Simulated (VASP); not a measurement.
SrCl2:

```
Sr Cl
1.0
     0.00000    3.41714    3.41714
     3.41714    0.00000    3.41714
     3.41714    3.41714    0.00000
Sr Cl
1 2
Direct
  0.00000 0.00000 0.00000
  0.75000 0.75000 0.75000
  0.25000 0.25000 0.25000
```

Base run:

- Program: VASP 6.6.1
- Functional: LDA
- Potentials or basis: VASP PAW LDA potentials, release 64 (Sr_sv, Cl)
- Cutoff: 520 eV
- k mesh: 7 × 7 × 7
- Occupations: fermi-dirac, width 0.05 eV
- Spin: no spin polarisation

Its results: band gap on the k mesh 5.16 eV (least direct gap 5.34 eV); pressure -0.5 GPa.

Task: The run is repeated on the same cell with these changes: functional from LDA to PBEsol; potentials or basis from VASP PAW LDA potentials, release 64 (Sr_sv, Cl) to VASP PAW PBE potentials, release 64 (Sr_sv, Cl). What comes out?

Result: Band gap on the k mesh 5.40 eV (least direct gap 5.54 eV); pressure 1.5 GPa.

Caveats: an odd mesh through Γ misses points on the zone boundary, where band edges can lie; the PAW data sets were made with another functional, which shifts forces and pressure a little (at least some runs).
